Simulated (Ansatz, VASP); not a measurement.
# Two plane-wave programs on Al9H

INCAR

```
SYSTEM = Al9H
PREC     = Accurate       ! precision mode
ENCUT    = 520            ! plane-wave cutoff, eV
EDIFF    = 1E-6           ! SCF threshold, eV
ISMEAR   = 0              ! smearing method
SIGMA    = 0.1            ! smearing width, eV
LREAL    = Auto         
LASPH    = .TRUE.         ! aspherical terms in the spheres
NELM     = 60             ! most SCF steps
ALGO     = Normal         ! electronic algorithm
ISIF     = 2              ! what is computed and relaxed
LWAVE    = .FALSE.        ! write WAVECAR
LCHARG   = .FALSE.        ! write CHGCAR
LDIPOL   = .TRUE.       
IDIPOL   = 3            
DIPOL    = 0.5 0.5 0.304
GGA      = PE             ! functional
NBANDS   = 44             ! bands
```

KPOINTS

```
regular mesh
0
G
  5 3 1
  0 0 0
```

The input POSCAR:

```
Al9H
1.0
    5.7070863106      0.0000000000      0.0000000000
   -1.4267715776      9.7014842380      0.0000000000
    0.0000000000      0.0000000000     22.7903703519
Al H
18 2
Direct
    0.2662216041      0.0648864163      0.1755127248
    0.7662216041      0.0648864163      0.1755127248
    0.3354806058      0.3419224231      0.2192029854
    0.8354806058      0.3419224231      0.2192029854
    0.1493324061      0.5973296244      0.2279410375
    0.6493324061      0.5973296244      0.2279410375
    0.4631842064      0.8527368258      0.2366790896
    0.9631842065      0.8527368258      0.2366790896
    0.0319772093      0.1277109169      0.2808262502
    0.5319772093      0.1277109169      0.2808262502
    0.0997917601      0.4042231294      0.3301071124
    0.5997917601      0.4042231294      0.3301071124
    0.4144000537      0.6596656514      0.3369822081
    0.9144000537      0.6596656514      0.3369822081
    0.2263076916      0.9110819252      0.3449259130
    0.7263076916      0.9110819252      0.3449259130
    0.2962427243      0.1814072004      0.3857054631
    0.7962427243      0.1814072004      0.3857054631
    0.6062643800      0.3914885899      0.4997887343
    0.6062643800      0.4577756274      0.4997887343
```

Input for Ansatz:

```yaml
crystal:
  lattice:
    - [5.7070863106, 0.0, 0.0]
    - [-1.4267715776, 9.701484238, 0.0]
    - [0.0, 0.0, 22.7903703519]
  atoms:
    - { symbol: Al, position: [0.2662216041, 0.0648864163, 0.1755127248] }
    - { symbol: Al, position: [0.7662216041, 0.0648864163, 0.1755127248] }
    - { symbol: Al, position: [0.3354806058, 0.3419224231, 0.2192029854] }
    - { symbol: Al, position: [0.8354806058, 0.3419224231, 0.2192029854] }
    - { symbol: Al, position: [0.1493324061, 0.5973296244, 0.2279410375] }
    - { symbol: Al, position: [0.6493324061, 0.5973296244, 0.2279410375] }
    - { symbol: Al, position: [0.4631842064, 0.8527368258, 0.2366790896] }
    - { symbol: Al, position: [0.9631842065, 0.8527368258, 0.2366790896] }
    - { symbol: Al, position: [0.0319772093, 0.1277109169, 0.2808262502] }
    - { symbol: Al, position: [0.5319772093, 0.1277109169, 0.2808262502] }
    - { symbol: Al, position: [0.0997917601, 0.4042231294, 0.3301071124] }
    - { symbol: Al, position: [0.5997917601, 0.4042231294, 0.3301071124] }
    - { symbol: Al, position: [0.4144000537, 0.6596656514, 0.3369822081] }
    - { symbol: Al, position: [0.9144000537, 0.6596656514, 0.3369822081] }
    - { symbol: Al, position: [0.2263076916, 0.9110819252, 0.344925913] }
    - { symbol: Al, position: [0.7263076916, 0.9110819252, 0.344925913] }
    - { symbol: Al, position: [0.2962427243, 0.1814072004, 0.3857054631] }
    - { symbol: Al, position: [0.7962427243, 0.1814072004, 0.3857054631] }
    - { symbol: H, position: [0.60626438, 0.3914885899, 0.4997887343] }
    - { symbol: H, position: [0.60626438, 0.4577756274, 0.4997887343] }
basis:
  ecutwfc: 420
kpoints:
  mp_grid: { grid: [5, 3, 1] }
hamiltonian:
  xc: pbe
  pseudopotentials: { kind: paw, azcp: { folder: soft_1 } }
scf:
  occupations: { method: gaussian, width: 0.1 }
output:
  forces: true
  eigenvalues: true
  write_density: true
  write_potential: true
  elf: true
  volumetric_format: npy
efield:
  axis: 3
  dipole_correction: true
  ramp_width: 0.04
```

Alike in both runs: task single point; functional PBE; k mesh 5 × 3 × 1; occupations gaussian, width 0.1 eV; no spin polarisation.

```csv
,VASP,Ansatz
version,VASP 6.6.1,Ansatz 0.2.0
potentials or method,"VASP PAW PBE potentials, release 64 (Al, H), cutoff 520 eV","scalar-relativistic, plane waves, PAW"
valence electrons in the cell,56,56
```

VASP gave:

* gap on the k mesh at the Fermi level (eV): none
* rms of the force components (eV/Å): 0.897

Question: Estimate Ansatz's values.

Answer: gap on the k mesh at the Fermi level (eV): none; rms of the force components (eV/Å): 0.891.

Atom by atom the forces differ by 0.006 eV/Å (rms over components). A gap of «none» marks a metal or a gap that the smearing closes. The functional is the same, so the differences come from potentials, cutoffs and numerics. Ansatz's warnings: xc potential rough in thin density.
